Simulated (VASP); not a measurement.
Wanted: the native input for a VASP 6.6.1 run.

- Task: single point
- Functional: LDA
- Potentials or basis: VASP PAW LDA potentials, release 64 (W_sv)
- Cutoff: 520 eV
- k mesh: 12 × 12 × 12
- Occupations: fermi-dirac, width 0.1 eV
- Spin: no spin polarisation
- Dipole correction: no
- Further INCAR settings: ALGO = Normal; EDIFF = 1e-06; NBANDS = 13

The structure of W lies in POSCAR:

```
W
1.0
    2.5927341793      0.0000000000      0.0000000000
    0.0000000000      2.5927341793      0.0000000000
    0.0000000000      0.0000000000      2.5927341793
W
1
Direct
    0.0000000000      0.0000000000      0.0000000000
```

The input as run:

INCAR

```
PREC = Accurate
ENCUT = 520
EDIFF = 1E-6
ISMEAR = -1
SIGMA = 0.1
LREAL = F
LASPH = T
NELM = 100
ALGO = Normal
ISIF = 2
LWAVE = F
LCHARG = T
LELF = T
LVHAR = T
NBANDS = 13
```

KPOINTS

```
regular mesh
0
Gamma
  12 12 12
```

Potentials or basis: VASP PAW LDA potentials, release 64 (W_sv).

The run is started by

```bash
$ cat potpaw_LDA.64/W_sv/POTCAR > POTCAR
$ mpirun -np 1 vasp_std > vasp.out
```

Results of the run:

```yaml
Pressure: 1.6 GPa
Band_gap_on_the_k_mesh: zero (band 7 reaches 11.68 eV, above the bottom of band 8 at 9.02 eV)
```

Caveat: spin-orbit coupling is left out, which moves the levels of the heavy elements.

Wall time 5 s on 1 thread of Intel(R) Xeon(R) 6975P-C (Granite Rapids), with other jobs on the host, peak memory 0.13 GiB.
